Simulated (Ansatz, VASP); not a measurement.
**Two plane-wave programs on TiSe2**

INCAR

```
SYSTEM = TiSe2
PREC     = Accurate       ! precision mode
ENCUT    = 500            ! plane-wave cutoff, eV
EDIFF    = 1E-7           ! SCF threshold, eV
ISMEAR   = 0              ! smearing method
SIGMA    = 0.1            ! smearing width, eV
LREAL    = .False.        ! projectors in reciprocal space
LASPH    = .True.         ! aspherical terms in the spheres
NELM     = 120            ! most SCF steps
ALGO     = Normal         ! electronic algorithm
ISIF     = 3              ! what is computed and relaxed
LWAVE    = .False.        ! write WAVECAR
LCHARG   = .False.        ! write CHGCAR
GGA      = PE             ! functional
IVDW     = 12             ! dispersion correction
IBRION   = 2              ! ionic algorithm
NSW      = 100            ! ionic steps
EDIFFG   = -0.01          ! ionic threshold
GGA_COMPAT= .False.      
NELMIN   = 4
```

The input KPOINTS:

```
Automatic mesh
0
Gamma
  15 15 8
  0 0 0
```

Contents of POSCAR:

```
TiSe2
1.0
    3.4809558474      0.0000000028      0.0000000000
   -1.7404779262      3.0145961919      0.0000000000
    0.0000000000      0.0000000000      5.8719286422
Ti Se
1 2
Direct
    0.0000000000      0.0000000000      0.0000000000
    0.3333333333      0.6666666667      0.2646386964
    0.6666666667      0.3333333333      0.7353613036
```

Input for Ansatz:

```yaml
crystal:
  lattice:
    - [3.4809558474, 2.8e-09, 0.0]
    - [-1.7404779262, 3.0145961919, 0.0]
    - [0.0, 0.0, 5.8719286422]
  atoms:
    - { symbol: Ti, position: [0.0, 0.0, 0.0] }
    - { symbol: Se, position: [0.3333333333, 0.6666666667, 0.2646386964] }
    - { symbol: Se, position: [0.6666666667, 0.3333333333, 0.7353613036] }
basis:
  ecutwfc: 420
kpoints:
  mp_grid: { grid: [15, 15, 8] }
hamiltonian:
  xc: pbe
  dispersion: d3bj
scf:
  occupations: { method: gaussian, width: 0.1 }
output:
  forces: true
  stress: true
  eigenvalues: true
  write_density: true
  write_potential: true
  elf: true
  volumetric_format: npy
relax:
  adjacent_minimum: "off"
  f_tol: 0.01
  max_steps: 80
  cell: { stress_tol: 0.05 }
```

Alike in both runs: task relaxation of cell and atoms; functional PBE; dispersion D3(BJ); k mesh 15 × 15 × 8; occupations gaussian, width 0.1 eV; no spin polarisation.

```csv
,VASP,Ansatz
version,VASP 6.6.1,Ansatz 0.2.0
potentials or method,"VASP PAW PBE potentials, release 64 (Ti_sv, Se), cutoff 500 eV","scalar-relativistic, plane waves, PAW"
valence electrons in the cell,24,44
```

|  | VASP | Ansatz | Ansatz less VASP |
| --- | --- | --- | --- |
| gap on the k mesh at the Fermi level, each at its own relaxed structure (eV) | none | none | - |
| relaxed volume (Å³/atom) | 20.56 | 20.54 | -0.019 |
| relaxed cell length with the largest relative difference (Å) | 5.874 | 5.872 | -0.0020 |

A gap of «none» marks a metal or a gap that the smearing closes. VASP's potentials hold 24 valence electrons a cell and Ansatz's 44, so a difference there can come from the potentials and not from the codes.
